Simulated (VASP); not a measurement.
# HfN in VASP: notebook, part 2 of 2

VASP 6.6.1.

### 3 Single point, PBE, collinear spin, ferromagnetic start

Contents of INCAR:

```
ALGO = Normal
EDIFF = 1E-7
ENCUT = 520
GGA = PE
ISIF = 2
ISMEAR = 0
ISPIN = 2
LASPH = True
LCHARG = True
LELF = True
LMAXMIX = 4
LORBIT = 11
LREAL = False
LVHAR = True
LWAVE = False
MAGMOM = 1.5 0.5
NBANDS = 18
NELM = 150
PREC = Accurate
SIGMA = 0.05
```

Contents of KPOINTS:

```
k-points
0
Gamma
  1 1 16
```

Contents of POSCAR:

```
HfN
1.0
    9.0000000000      0.0000000000      0.0000000000
    0.0000000000      9.3000000000      0.0000000000
    0.0000000000      0.0000000000      3.9468487825
Hf N
1 1
Direct
    0.5000000000      0.5000000000     -0.0175004593
    0.5000000000      0.5000000000      0.4825004593
```

Potentials or basis: VASP PAW PBE potentials, release 64 (Hf_pv, N).

Run with:

```console
$ cat potpaw_PBE.64/Hf_pv/POTCAR potpaw_PBE.64/N/POTCAR > POTCAR
$ mpirun -np 1 vasp_std > vasp.out
```

OUTCAR:

```text
EDIFF = 1E-7
   ENCUT = 520
   GGA = PE
   ISIF = 2
   ISMEAR = 0
   ISPIN = 2
   LASPH = True
   LORBIT = 11
   LREAL = False
   NELM = 150
   PREC = Accurate

 ion  position               nearest neighbor table
   1  0.500  0.500  0.982-   2 1.97   2 1.97
   2  0.500  0.500  0.483-   1 1.97   1 1.97

  LATTYP: Found a simple orthorhombic cell.
 ALAT       =     3.9468487825
 B/A-ratio  =     2.2803001827
 C/A-ratio  =     2.3563101888

  Lattice vectors:

 A1 = (   0.0000000000,   0.0000000000,   3.9468487825)
 A2 = (   9.0000000000,   0.0000000000,   0.0000000000)
 A3 = (   0.0000000000,   9.3000000000,   0.0000000000)

Analysis of symmetry for initial positions (statically):
=====================================================================
 Subroutine PRICEL returns:
 Original cell was already a primitive cell.

 Routine SETGRP: Setting up the symmetry group for a
 simple orthorhombic supercell.

 Subroutine GETGRP returns: Found  8 space group operations
 (whereof  4 operations were pure point group operations)
 out of a pool of  8 trial point group operations.

The static configuration has the point symmetry C_2v.
 The point group associated with its full space group is D_2h.

Analysis of symmetry for dynamics (positions and initial velocities):
=====================================================================
 Subroutine PRICEL returns:
 Original cell was already a primitive cell.

 Routine SETGRP: Setting up the symmetry group for a
 simple orthorhombic supercell.

 Subroutine GETGRP returns: Found  8 space group operations
 (whereof  4 operations were pure point group operations)
 out of a pool of  8 trial point group operations.

The dynamic configuration has the point symmetry C_2v.
 The point group associated with its full space group is D_2h.

Analysis of structural, dynamic, and magnetic symmetry:
=====================================================================
 Subroutine PRICEL returns:
 Original cell was already a primitive cell.

 Routine SETGRP: Setting up the symmetry group for a
 simple orthorhombic supercell.

 Subroutine GETGRP returns: Found  8 space group operations
 (whereof  4 operations were pure point group operations)
 out of a pool of  8 trial point group operations.

The overall configuration has the point symmetry C_2v.
 The point group associated with its full space group is D_2h.

 Subroutine INISYM returns: Found  8 space group operations
 (whereof  4 operations are pure point group operations),
 and found     1 'primitive' translations

----------------------------------------------------------------------------------------

                                     Primitive cell

  volume of cell :     330.3512

  direct lattice vectors                    reciprocal lattice vectors
     9.000000000  0.000000000  0.000000000     0.111111111  0.000000000  0.000000000
     0.000000000  9.300000000  0.000000000     0.000000000  0.107526882  0.000000000
     0.000000000  0.000000000  3.946848783     0.000000000  0.000000000  0.253366687

  length of vectors
     9.000000000  9.300000000  3.946848783     0.111111111  0.107526882  0.253366687

  position of ions in fractional coordinates (direct lattice)
     0.500000000  0.500000000  0.982499541
     0.500000000  0.500000000  0.482500459

  ion indices of the primitive-cell ions
   primitive index   ion index
                 1           1
[... 55 lines left out ...]
   ENCUT  =  520.0 eV  38.22 Ry    6.18 a.u.  16.73 17.29  7.34*2*pi/ulx,y,z
   NELM   =    150;   NELMIN=  2; NELMDL= -5     # of ELM steps
   EDIFF  = 0.1E-06   stopping-criterion for ELM
   LREAL  =      F    real-space projection
   EDIFFG = 0.1E-05   stopping-criterion for IOM
   NSW    =      0    number of steps for IOM
   IBRION =     -1    ionic relax: 0-MD 1-quasi-New 2-CG
   NFREE  =      0    steps in history (QN), initial steepest desc. (CG)
   ISIF   =      2    stress and relaxation
   ISYM   =      2    0-nonsym 1-usesym 2-fastsym
   POTIM  = 0.5000    time-step for ionic-motion
   TEBEG  =    0.0;   TEEND  =   0.0 temperature during run
   PSTRESS=    0.0 pullay stress
   NELECT =      15.0000    total number of electrons
   NUPDOWN=      -1.0000    fix difference up-down
   EMIN   =  10.00;   EMAX   =-10.00  energy-range for DOS
   EFERMI =   0.00;   METHOD = LEGACY
   ISMEAR =     0;   SIGMA  =   0.05  broadening in eV -4-tet -1-fermi 0-gaus
   EFERMI_NEDOS =   21; number of points for ismear=-14 and -15
   IALGO  =     38    algorithm
   IMIX   =      4    mixing-type and parameters
     AMIX     =   0.40;   BMIX     =  1.00
     AMIX_MAG =   1.60;   BMIX_MAG =  1.00
  volume/ion in A,a.u.               =     165.18      1114.66
  Fermi-wavevector in a.u.,A,eV,Ry     =   0.584045  1.103686  4.641070  0.341109
  Thomas-Fermi vector in A             =   1.629586
   LORBIT       =     11    0 simple, 1 ext, 2 COOP (PROOUT), +10 PAW based schemes
   GGA     = PE    functional components
   LHFCALC =     F    Hartree Fock is set to
   AEXX    =    0.0000 exact exchange contribution
   IVDW    =     0    specifies the selected vdW correction
   LEPSILON=     F    determine dielectric tensor
   LRPA    =     F    only Hartree local field effects (RPA)
 spin polarized calculation
 Gauss-broadening in eV      SIGMA  =   0.05
  energy-cutoff  :      520.00
  volume of cell :      330.35
 maximum number of plane-waves:      8925
 NGX is ok and might be reduce to    70
   NGX = 33   NGY = 35   NGZ = 15

 number of electron      14.9999998 magnetization       0.9680039

 Free energy of the ion-electron system (eV)
  ---------------------------------------------------
  ext. energy  EPLUGINS =         0.00000000
  ---------------------------------------------------
  free energy    TOTEN  =       -15.66465372 eV

  energy without entropy =      -15.66186226  energy(sigma->0) =      -15.66325799

 E-fermi :  -3.2454     XC(G=0):  -2.5421

 val. band max:       -3.2686322241   @ k =   0.0000   0.0000   0.0000
 cond. band min:      -3.2177327326   @ k =   0.0000   0.0000   0.1250
 fundamental gap:      0.0508994914
 Fermi energy:        -3.2453848772

 spin component 1

 k-point     1 :       0.0000    0.0000    0.0000
  band No.  band energies     occupation
      1     -35.2907      1.00000
      2     -35.2899      1.00000
      3     -34.4803      1.00000
      4     -16.6025      1.00000
      5      -4.5332      1.00000
      6      -4.5315      1.00000
[... 165 lines left out ...]
      4     -14.6094      1.00000
      5      -8.1934      1.00000
      6      -6.0465      1.00000
[... 10 lines left out ...]
     17       3.4076      0.00000
     18       3.4869      0.00000
 Fermi energy:        -3.2453848772

 spin component 2

 k-point     1 :       0.0000    0.0000    0.0000
  band No.  band energies     occupation
      1     -35.1058      1.00000
      2     -35.1048      1.00000
      3     -34.3119      1.00000
      4     -16.4085      1.00000
      5      -4.4286      1.00000
      6      -4.4270      1.00000
[... 166 lines left out ...]
      5      -7.8333      1.00000
      6      -5.9401      1.00000
[... 10 lines left out ...]
     17       3.5223      0.00000
     18       3.6828      0.00000

------------------------ aborting loop because EDIFF is reached ----------------------------------------

  FORCE on cell =-STRESS in cart. coord.  units (eV):
  Direction    XX          YY          ZZ          XY          YZ          ZX
  --------------------------------------------------------------------------------------
  -------------------------------------------------------------------------------------
  Total       -0.0810241     -0.0648034     -0.1240717      0.0000000      0.0000000      0.0000000
  in kB       -0.3929607     -0.3142912     -0.6017377      0.0000000      0.0000000      0.0000000
  external PRESSURE =      -0.4363299 kB  Pullay stress =       0.0000000 kB

 VOLUME and BASIS-vectors are now :
 -----------------------------------------------------------------------------
  energy-cutoff  :      520.00
  volume of cell :      330.35
      direct lattice vectors                 reciprocal lattice vectors
     9.000000000  0.000000000  0.000000000     0.111111111  0.000000000  0.000000000
     0.000000000  9.300000000  0.000000000     0.000000000  0.107526882  0.000000000
     0.000000000  0.000000000  3.946848783     0.000000000  0.000000000  0.253366687

 POSITION                                       TOTAL-FORCE (eV/Angst)
 -----------------------------------------------------------------------------------
      4.50000      4.65000      3.87778         0.000000      0.000000     -0.000000
      4.50000      4.65000      1.90436         0.000000      0.000000      0.000000
 -----------------------------------------------------------------------------------
    total drift:                                0.000000      0.000000     -0.001718

  FREE ENERGIE OF THE ION-ELECTRON SYSTEM (eV)
  ---------------------------------------------------
  free  energy   TOTEN  =       -15.6646537227 eV

  energy  without entropy=      -15.6618622620  energy(sigma->0) =      -15.66325799

 total charge

# of ion       s       p       d       tot
------------------------------------------
    1        0.429   6.467   1.396   8.292
    2        1.294   2.402   0.000   3.696
--------------------------------------------------
tot          1.723   8.868   1.396  11.988

 magnetization (x)

# of ion       s       p       d       tot
------------------------------------------
    1        0.152   0.078   0.160   0.390
    2        0.007   0.092   0.000   0.099
--------------------------------------------------
tot          0.159   0.170   0.160   0.488
```

OSZICAR:

```text
N       E                     dE             d eps       ncg     rms          rms(c)
DAV:   1     0.499719477200E+02    0.49972E+02   -0.61395E+03   800   0.537E+02
DAV:   2    -0.127731456527E+02   -0.62745E+02   -0.57331E+02  1096   0.111E+02
[... 23 lines left out ...]
DAV:  26    -0.156646448485E+02   -0.94854E-05   -0.20174E-05   654   0.183E-02    0.372E-02
DAV:  27    -0.156646518617E+02   -0.70132E-05   -0.23964E-05   648   0.149E-02    0.413E-02
DAV:  28    -0.156646531335E+02   -0.12718E-05   -0.63916E-06   662   0.817E-03    0.247E-02
DAV:  29    -0.156646536951E+02   -0.56163E-06   -0.16715E-06   678   0.489E-03    0.123E-02
DAV:  30    -0.156646537144E+02   -0.19313E-07   -0.10702E-06   712   0.381E-03    0.113E-02
DAV:  31    -0.156646537227E+02   -0.82712E-08   -0.29292E-07   670   0.241E-03
   1 F= -.15664654E+02 E0= -.15663258E+02  d E =-.279146E-02  mag=     0.9682
```

Wall time 2.2 min (1 thread of Intel Xeon 6975P-C (Granite Rapids), shared host); peak memory 0.54 GiB.

What came out:

* Free energy: -15.6647 eV
* Band gap on the k mesh: 0.05 eV, indirect (least direct gap 0.24 eV)
* Net moment: 0.97 μB per cell
* Site moments: Hf +0.39; N +0.10 μB
* Valence electrons inside the program's atomic spheres: Hf 8.29; N 3.70

Caveat: spin-orbit coupling is left out, which moves the levels of the heavy elements.

### 4 Single point, PBE, collinear spin, ferromagnetic start

This run uses another cell than the first one, of 171.29 Å³/atom, 1.037 times its volume.

Contents of INCAR:

```
SYSTEM = HfN
  PREC = Accurate
  ENCUT = 520
  EDIFF = 1E-6
  ISMEAR = 0
  SIGMA = 0.05
  LREAL = .FALSE.
  LASPH = .TRUE.
  NELM = 150
  ALGO = Normal
  ISIF = 2
  LWAVE = .FALSE.
  LCHARG = .TRUE.
  ISPIN = 2
  MAGMOM = 1.5 0.5
  LORBIT = 11
  LMAXMIX = 4
  GGA = PE
  LELF = .TRUE.
  LVHAR = .TRUE.
  NBANDS = 18
```

Contents of KPOINTS:

```
regular mesh
0
G
  1 1 16
  0 0 0
```

Contents of POSCAR:

```
HfN
1.0
    9.0000000000      0.0000000000      0.0000000000
    0.0000000000      9.3000000000      0.0000000000
    0.0000000000      0.0000000000      4.0930118123
Hf N
1 1
Direct
    0.5000000000      0.5000000000      0.0000000000
    0.5000000000      0.5000000000      0.5000000000
```

Run with:

```console
$ cat potpaw_PBE.64/Hf_pv/POTCAR potpaw_PBE.64/N/POTCAR > POTCAR
$ mpirun -np 1 vasp_std > vasp.out
```

Wall time 2.3 min (1 thread of Intel Xeon 6975P-C (Granite Rapids), shared host); peak memory 0.54 GiB.

The run converged. Its results:

| Item | Value |
| --- | --- |
| Free energy | -15.5395 eV |
| Net moment | 0.88 μB per cell |
| Site moments | Hf +0.38; N -0.05 μB |
| Valence electrons inside the program's atomic spheres | Hf 8.12; N 3.64 |

Levels at points of the mesh, in eV from the Fermi level:
Spin up:
```tsv
k point	band 5	band 6	band 7	band 8	band 9	band 10	band 11	band 12
(0.00, 0.00, 0.00)	-0.92	-0.92	-0.89	0.05	0.53	0.55	1.82	1.82
(0.00, 0.00, 0.50)	-4.26	-2.27	-2.27	-0.45	0.73	0.74	3.67	3.69
```
Spin down:
```tsv
k point	band 3	band 4	band 5	band 6	band 7	band 8	band 9	band 10	band 11	band 12
(0.00, 0.00, 0.00)	-31.11	-12.74	-0.91	-0.91	-0.01	0.01	1.25	1.27	2.06	2.06
(0.00, 0.00, 0.50)	-31.17	-11.22	-4.24	-2.25	-2.25	0.55	1.48	1.49	4.51	4.54
```

Caveat: spin-orbit coupling is left out, which moves the levels of the heavy elements.
